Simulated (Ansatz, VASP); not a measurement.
InSb in VASP and in Ansatz

```
In Sb
1.0
     0.00000    3.23910    3.23910
     3.23910    0.00000    3.23910
     3.23910    3.23910    0.00000
In Sb
1 1
Direct
  0.00000 0.00000 0.00000
  0.25000 0.25000 0.25000
```

Alike in both runs: task relaxation of cell and atoms; functional PBE; k mesh 12 × 12 × 12; occupations gaussian, width 0.1 eV; no spin polarisation.

```csv
,VASP,Ansatz
version,VASP 6.6.1,Ansatz 0.2.0
potentials or method,"VASP PAW PBE potentials, release 64 (In_d, Sb), cutoff 600 eV","scalar-relativistic, plane waves, PAW"
valence electrons in the cell,18,28
```

```csv
,VASP,Ansatz,Ansatz less VASP
"gap on the k mesh at the Fermi level, each at its own relaxed structure (eV)",none,none,-
relaxed volume (Å³/atom),36.49,36.51,+0.021
relaxed cell length with the largest relative difference (Å),4.691,4.692,+0.0009
```

A gap of «none» marks a metal or a gap that the smearing closes. VASP's potentials hold 18 valence electrons a cell and Ansatz's 28, so a difference there can come from the potentials and not from the codes.

Neither program's run includes spin-orbit coupling.
